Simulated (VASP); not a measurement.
# NaI (I4/mmm) in VASP: further runs, part 2 of 2

VASP 6.6.1. The steps go on from the part before.

## 5. Single point, LDA

This run uses another cell than the first one, of the same volume but with other edges.

Contents of INCAR:

```
PREC = Accurate
ENCUT = 520
EDIFF = 1E-6
ISMEAR = 0
SIGMA = 0.05
LREAL = False
LASPH = True
NELM = 100
ALGO = Normal
ISIF = 2
LWAVE = False
LCHARG = False
GGA = CA
NBANDS = 14
```

Contents of KPOINTS:

```
regular mesh
0
Gamma
  8 8 8
```

Contents of POSCAR:

```
NaI
1.0
    0.0000000000      3.7361508850      2.4284980752
    3.7361508850      0.0000000000      2.4284980752
    3.7361508850      3.7361508850      0.0000000000
Na I
1 1
Direct
    0.0000000000      0.0000000000      0.0000000000
    0.5000000000      0.5000000000      0.5000000000
```

Potentials or basis: VASP PAW LDA potentials, release 64 (Na_pv, I).

Run with:

```sh
$ cat potpaw_LDA.64/Na_pv/POTCAR potpaw_LDA.64/I/POTCAR > POTCAR
$ mpirun -np 1 vasp_std > vasp.out
```

OUTCAR:

```text
PREC = Accurate
   ENCUT = 520
   EDIFF = 1E-6
   ISMEAR = 0
   LREAL = False
   LASPH = True
   NELM = 100
   ISIF = 2
   GGA = CA

 ion  position               nearest neighbor table
   1  0.000  0.000  0.000-   2 2.43   2 2.43
   2  0.500  0.500  0.500-   1 2.43   1 2.43

  LATTYP: Found a body centered tetragonal cell.
 ALAT       =     5.2837152526
 C/A-ratio  =     0.9192388155

  Lattice vectors:

 A1 = (   0.0000000000,  -3.7361508850,  -2.4284980752)
[... 593 lines left out ...]
 [... further k-points ...]

------------------------ aborting loop because EDIFF is reached ----------------------------------------

  FORCE on cell =-STRESS in cart. coord.  units (eV):
  Direction    XX          YY          ZZ          XY          YZ          ZX
  --------------------------------------------------------------------------------------
  -------------------------------------------------------------------------------------
  Total       -0.7187888     -0.7187888     12.7860443      0.0000000      0.0000000      0.0000000
  in kB      -16.9861643    -16.9861643    302.1552987      0.0000000      0.0000000      0.0000000
  external PRESSURE =      89.3943234 kB  Pullay stress =       0.0000000 kB

 VOLUME and BASIS-vectors are now :
 -----------------------------------------------------------------------------
  energy-cutoff  :      520.00
  volume of cell :       67.80
      direct lattice vectors                 reciprocal lattice vectors
     0.000000000  3.736150885  2.428498075    -0.133827572  0.133827572  0.205888572
     3.736150885  0.000000000  2.428498075     0.133827572 -0.133827572  0.205888572
     3.736150885  3.736150885  0.000000000     0.133827572  0.133827572 -0.205888572

 POSITION                                       TOTAL-FORCE (eV/Angst)
 -----------------------------------------------------------------------------------
      0.00000      0.00000      0.00000        -0.000000     -0.000000      0.000000
      3.73615      3.73615      2.42850         0.000000      0.000000     -0.000000
 -----------------------------------------------------------------------------------
    total drift:                                0.000000      0.000000      0.000000

  FREE ENERGIE OF THE ION-ELECTRON SYSTEM (eV)
  ---------------------------------------------------
  free  energy   TOTEN  =        -4.7090252179 eV

  energy  without entropy=       -4.7090252179  energy(sigma->0) =       -4.70902522
```

OSZICAR:

```text
N       E                     dE             d eps       ncg     rms          rms(c)
DAV:   1     0.845530114954E+02    0.84553E+02   -0.65361E+03  1652   0.886E+02
DAV:   2     0.152067990286E+01   -0.83032E+02   -0.77204E+02  1766   0.219E+02
DAV:   3    -0.474198228576E+01   -0.62627E+01   -0.62286E+01  2150   0.595E+01
DAV:   4    -0.488592538204E+01   -0.14394E+00   -0.14392E+00  2126   0.944E+00
DAV:   5    -0.488888501463E+01   -0.29596E-02   -0.29596E-02  2286   0.127E+00    0.207E+00
DAV:   6    -0.474318099589E+01    0.14570E+00   -0.13792E-01  1890   0.201E+00    0.135E+00
DAV:   7    -0.470880693281E+01    0.34374E-01   -0.10070E-01  2094   0.171E+00    0.775E-01
DAV:   8    -0.470918828682E+01   -0.38135E-03   -0.53500E-03  1892   0.524E-01    0.170E-01
DAV:   9    -0.470901091255E+01    0.17737E-03   -0.43389E-04  2090   0.166E-01    0.512E-02
DAV:  10    -0.470902534432E+01   -0.14432E-04   -0.55890E-05  2082   0.638E-02    0.142E-02
DAV:  11    -0.470902521792E+01    0.12639E-06   -0.78556E-06  2168   0.287E-02
   1 F= -.47090252E+01 E0= -.47090252E+01  d E =-.161852E-12
```

Run time: 70 s. Hardware: 1 thread of Intel Xeon 8259CL, shared host; peak memory 0.21 GiB.

What came out:

```yaml
Free_energy: -4.7090 eV
Pressure: 8.9 GPa
Band_gap_on_the_k_mesh: 3.42 eV (least direct gap 3.46 eV)
```

Stress tensor (GPa, compression positive):
```
-1.70  0.00  0.00
 0.00 -1.70  0.00
 0.00  0.00 30.22
```

Caveat: the cell stands under pressure; spin-orbit coupling is left out, which moves the levels of the heavy elements. A k mesh can miss the band edges.

## 6. Single point, LDA

This run uses another cell than the first one, of the same volume but with other edges.

Contents of INCAR:

```
SYSTEM = NaI
ALGO = Normal
EDIFF = 1E-6
ENCUT = 520
GGA = CA
ISIF = 2
ISMEAR = 0
LASPH = .True.
LCHARG = .False.
LREAL = .False.
LWAVE = .False.
NBANDS = 14
NELM = 100
PREC = Accurate
SIGMA = 0.05
```

Contents of KPOINTS:

```
k-points
0
Gamma
  8 8 8
  0 0 0
```

Contents of POSCAR:

```
NaI
1.0
    0.0000000000      2.8272558161      4.2408837241
    2.8272558161      0.0000000000      4.2408837241
    2.8272558161      2.8272558161      0.0000000000
Na I
1 1
Direct
    0.0000000000      0.0000000000      0.0000000000
    0.5000000000      0.5000000000      0.5000000000
```

Potentials or basis: VASP PAW LDA potentials, release 64 (Na_pv, I).

Run with:

```sh
$ cat potpaw_LDA.64/Na_pv/POTCAR potpaw_LDA.64/I/POTCAR > POTCAR
$ mpirun -np 1 vasp_std > vasp.out
```

Run time: 69 s. Hardware: 1 thread of Intel Xeon 8259CL, shared host; peak memory 0.21 GiB.

Results (log left out):

```yaml
Free_energy: -5.5648 eV
Pressure: 4.0 GPa
Band_gap_on_the_k_mesh: 3.41 eV (least direct gap 3.50 eV)
```

Stress tensor (GPa, compression positive):
```
 6.76  0.00  0.00
 0.00  6.76  0.00
 0.00  0.00 -1.66
```

Levels at points of the mesh, in eV from the valence-band top:
```csv
k point,band 4,band 5,band 6,band 7,band 8,band 9,band 10,band 11
"(0.00, 0.00, 0.00)",-11.46,-0.62,-0.09,-0.09,3.41,6.48,7.45,9.20
"(0.50, 0.00, 0.00)",-11.00,-2.78,-0.83,0.00,4.59,7.00,8.06,8.93
"(0.50, 0.50, 0.00)",-11.34,-2.05,-0.25,-0.25,5.30,5.87,7.61,12.13
"(0.50, 0.00, 0.50)",-10.76,-2.25,-1.97,-0.44,4.55,5.47,8.50,9.05
```

Caveat: the cell stands under pressure; spin-orbit coupling is left out, which moves the levels of the heavy elements.

## 7. Single point, LDA

This run uses another cell than the first one, of the same volume but with other edges.

Contents of INCAR:

```
ALGO = Normal
EDIFF = 1E-6
ENCUT = 520
GGA = CA
ISIF = 2
ISMEAR = 0
LASPH = True
LCHARG = False
LREAL = False
LWAVE = False
NBANDS = 14
NELM = 60
PREC = Accurate
SIGMA = 0.05
```

Contents of KPOINTS:

```
k-points
0
Gamma
  8 8 8
```

Contents of POSCAR:

```
NaI
1.0
    0.0000000000      3.2807397564      3.1495101662
    3.2807397564      0.0000000000      3.1495101662
    3.2807397564      3.2807397564      0.0000000000
Na I
1 1
Direct
    0.0000000000      0.0000000000      0.0000000000
    0.5000000000      0.5000000000      0.5000000000
```

Run with:

```sh
$ cat potpaw_LDA.64/Na_pv/POTCAR potpaw_LDA.64/I/POTCAR > POTCAR
$ mpirun -np 1 vasp_std > vasp.out
```

Wall time 62 s (1 thread of Intel Xeon 8259CL, shared host); peak memory 0.2 GiB.

It converged, with:

```yaml
Free_energy: -5.9770 eV
Pressure: -1.5 GPa
Band_gap_on_the_k_mesh: 3.33 eV
```

Stress tensor (GPa, compression positive):
```
-1.84  0.00  0.00
 0.00 -1.84  0.00
 0.00  0.00 -0.97
```

Levels at points of the mesh, in eV from the valence-band top:
| k point | band 5 | band 6 | band 7 | band 8 | band 9 | band 10 |
| --- | --- | --- | --- | --- | --- | --- |
| (0.00, 0.00, 0.00) | -0.06 | 0.00 | 0.00 | 3.33 | 7.70 | 7.70 |
| (0.50, 0.00, 0.00) | -2.27 | -0.34 | -0.27 | 4.84 | 7.10 | 7.44 |
| (0.50, 0.50, 0.00) | -1.96 | -0.85 | -0.85 | 4.23 | 5.29 | 9.79 |
| (0.50, 0.00, 0.50) | -1.98 | -0.83 | -0.67 | 4.27 | 5.40 | 9.49 |

Caveat: spin-orbit coupling is left out, which moves the levels of the heavy elements.

## 8. Overview

```tsv
cell	gap on the mesh (eV)	pressure (GPa)
a = 4.864, b = 4.864, c = 4.194 Å, angles 64.5, 64.5, 51.1°, 2 atoms	3.46	0.8
a = 4.522, b = 4.522, c = 4.706 Å, angles 58.6, 58.6, 62.7°, 2 atoms	3.32	-1.3
a = 4.661, b = 4.661, c = 4.434 Å, angles 61.6, 61.6, 56.8°, 2 atoms	3.32	-1.3
a = 4.456, b = 4.456, c = 5.284 Å, angles 53.6, 53.6, 72.7°, 2 atoms	3.42	8.9
a = 5.097, b = 5.097, c = 3.998 Å, angles 66.9, 66.9, 46.2°, 2 atoms	3.41	4.0
a = 4.548, b = 4.548, c = 4.640 Å, angles 59.3, 59.3, 61.3°, 2 atoms	3.33	-1.5
```

Alike in all rows: task single point; level LDA; potentials or basis VASP PAW LDA potentials, release 64 (Na_pv, I); no spin polarisation; k mesh 8 × 8 × 8; cutoff (eV) 520; smearing gaussian 0.05 eV.

Caveats: spin-orbit coupling is left out, which moves the levels of the heavy elements; the cell stands under pressure (at least some runs).

Total energies depend on the potentials used, so only differences within one code and one set of settings carry meaning.
